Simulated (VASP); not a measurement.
## Nb: relaxation of cell and atoms with BLYP+D3(BJ)

Nb:

```xyz
1
Lattice="0.0000 2.1150 2.1150 2.1150 0.0000 2.1150 2.1150 2.1150 0.0000" Properties=species:S:1:pos:R:3 pbc="T T T"
Nb    0.0000    0.0000    0.0000
```

- Program: VASP 6.6.1
- Task: relaxation of cell and atoms
- Functional: BLYP
- Dispersion: D3(BJ)
- Potentials or basis: VASP PAW PBE potentials, release 64 (Nb_sv)
- Cutoff: 600 eV
- k mesh: 11 × 11 × 11
- Occupations: fermi-dirac, width 0.05 eV
- Spin: no spin polarisation
- Dipole correction: no
- Further INCAR settings: ALGO = Fast; EDIFF = 1e-07; IBRION = 2; EDIFFG = -0.01; NSW = 60; ISIF = 3

```
Relaxed volume                         : 17.67 Å³/atom
Relaxed cell                           : a = 2.924 Å, b = 2.924 Å, c = 2.924 Å, α = 60.00°, β = 60.00°, γ = 60.00°
Space group after relaxing (to 0.05 Å) : Fm-3m (No. 225)
Energy gained by relaxing              : 44.8 meV/atom
Ionic steps                            : 6
Pressure after relaxing                : -0.1 GPa
Dispersion energy per atom             : -1.796 eV
```

The path:
| step | energy change (eV) | largest force (eV/Å) | pressure (GPa) | volume (Å³) |
| --- | --- | --- | --- | --- |
| 1 | 0.0000 | 0.0000 | -10.80 | 18.92 |
| 2 | 0.1105 | 0.0000 | 27.18 | 15.64 |
| 3 | -0.0448 | 0.0000 | -0.39 | 17.70 |
| 4 | -0.0448 | 0.0000 | -0.12 | 17.67 |
| 5 | -0.0448 | 0.0000 | 0.11 | 17.65 |
| 6 | -0.0448 | 0.0000 | -0.08 | 17.67 |

Final structure:
```
Nb
1.0
     0.00000    2.06739    2.06739
     2.06739    0.00000    2.06739
     2.06739    2.06739    0.00000
Nb
1
Direct
  0.00000 0.00000 0.00000
```

Levels at points of the mesh, in eV from the Fermi level:
```csv
k point,band 4,band 5,band 6,band 7,band 8,band 9
"(0.00, 0.00, 0.00)",-30.01,-6.17,-0.01,-0.01,-0.01,2.77
```

Wall time 2.6 min on 1 thread of AMD EPYC 9R45 96-Core Processor (Zen 5), on a shared host, peak memory 0.13 GiB.

Caveat: the PAW data sets were made with another functional, which shifts forces and pressure a little; pairwise dispersion overbinds metals, which lowers pressure and volume.
